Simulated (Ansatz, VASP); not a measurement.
## One calculation of Cs3Y2I9, two programs

```
Cs Y I
1.0
     8.40600    0.00000    0.00000
    -4.20300    7.27981    0.00000
     0.00000    0.00000   21.28000
Cs Y I
6 4 18
Direct
  0.00000 0.00000 0.25000
  0.00000 0.00000 0.75000
  0.33333 0.66667 0.06829
  0.66667 0.33333 0.56829
  0.33333 0.66667 0.43171
  0.66667 0.33333 0.93171
  0.66667 0.33333 0.15551
  0.33333 0.66667 0.65551
  0.66667 0.33333 0.34449
  0.33333 0.66667 0.84449
  0.50173 0.00346 0.25000
  0.49827 0.50173 0.75000
  0.99654 0.49827 0.25000
  0.49827 0.99654 0.75000
  0.50173 0.49827 0.25000
  0.00346 0.50173 0.75000
  0.83794 0.67588 0.08397
  0.16206 0.83794 0.58397
  0.32412 0.16206 0.08397
  0.16206 0.32412 0.58397
  0.83794 0.16206 0.08397
  0.67588 0.83794 0.58397
  0.32412 0.16206 0.41603
  0.16206 0.83794 0.91603
  0.83794 0.67588 0.41603
  0.67588 0.83794 0.91603
  0.83794 0.16206 0.41603
  0.16206 0.32412 0.91603
```

Alike in both runs: functional PBE; k mesh 4 × 4 × 2; occupations fermi-dirac, width 0.02 eV; no spin polarisation.

Ansatz relaxed the structure, and its values are those at the end. VASP's run is a single point on that final structure, the one shown.

|  | VASP | Ansatz |
| --- | --- | --- |
| version | VASP 6.6.1 | Ansatz 0.2.0 |
| potentials or method | VASP PAW PBE potentials, release 64 (Cs_sv, Y_sv, I) | plane-wave PAW, scalar-relativistic |
| plane-wave cutoff (eV) | 500 | 420 |
| valence electrons in the cell | 224 | 404 |

|  | VASP | Ansatz | Ansatz less VASP |
| --- | --- | --- | --- |
| gap on the k mesh at the Fermi level (eV) | 2.54 | 2.55 | +0.004 |
| pressure (GPa) | 0.7 | 0.7 | -0.01 |

With one functional, cell and mesh, what is left measures potentials, basis and numerics. VASP's potentials hold 224 valence electrons a cell and Ansatz's 404, so a difference there can come from the potentials and not from the codes. Ansatz's warnings: stress scf threshold loose.

Spin-orbit coupling is off throughout.
